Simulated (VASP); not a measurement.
A run of VASP 6.6.1:

Contents of INCAR:

```
PREC     = Accurate       # precision mode
ENCUT    = 520            # plane-wave cutoff, eV
EDIFF    = 1E-7           # SCF threshold, eV
ISMEAR   = 0              # smearing method
SIGMA    = 0.15           # smearing width, eV
LREAL    = F              # projectors in reciprocal space
LASPH    = T              # aspherical terms in the spheres
NELM     = 100            # most SCF steps
ALGO     = Normal         # electronic algorithm
ISIF     = 2              # what is computed and relaxed
LWAVE    = F              # write WAVECAR
LCHARG   = F              # write CHGCAR
GGA      = CA             # functional
NBANDS   = 20             # bands
```

KPOINTS

```
regular mesh
0
Gamma
  18 18 10
```

File POSCAR:

```
Ta2N
1.0
    3.0074938782      0.0000000000      0.0000000000
   -1.5037469391      2.6045661003      0.0000000000
    0.0000000000      0.0000000000      4.8294336697
Ta N
2 1
Direct
    0.6666666667      0.3333333333      0.7466885012
    0.3333333333      0.6666666667      0.2533114988
    0.0000000000      0.0000000000      0.0000000000
```

Potentials or basis: VASP PAW LDA potentials, release 64 (Ta_pv, N).

Command:

```console
$ cat potpaw_LDA.64/Ta_pv/POTCAR potpaw_LDA.64/N/POTCAR > POTCAR
$ mpirun -np 1 vasp_std > vasp.out
```

Hardware: 1 thread of Intel(R) Xeon(R) 6975P-C (Granite Rapids) (shared host).

**Question.** Estimate the wall time of this run.

**Answer.** Wall time 91 s on 1 thread of Intel(R) Xeon(R) 6975P-C (Granite Rapids) (shared host), peak memory 0.32 GiB. Counts: scf iterations 15, k points 330.
